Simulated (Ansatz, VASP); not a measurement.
SbMo: VASP beside Ansatz

```
Mo Sb
1.0
     0.00000    3.06263    3.06263
     3.06263    0.00000    3.06263
     3.06263    3.06263    0.00000
Mo Sb
1 1
Direct
  0.00000 0.00000 0.00000
  0.25000 0.25000 0.25000
```

Alike in both runs: task single point; functional PBE; k mesh 10 × 10 × 10; occupations gaussian, width 0.05 eV; non-collinear spin, spin-orbit coupling.

```csv
,VASP,Ansatz
version,VASP 6.6.1,Ansatz 0.2.0
potentials or method,"VASP PAW PBE potentials, release 64 (Mo_sv, Sb), cutoff 520 eV","plane waves, PAW"
valence electrons in the cell,19,29
```

|  | VASP | Ansatz | Ansatz less VASP |
| --- | --- | --- | --- |
| pressure (GPa) | 0.1 | 0.0 | -0.01 |
| net moment per atom (μB) | 0.00 | 0.00 | 0.000 |

VASP's potentials hold 19 valence electrons a cell and Ansatz's 29, so a difference there can come from the potentials and not from the codes.
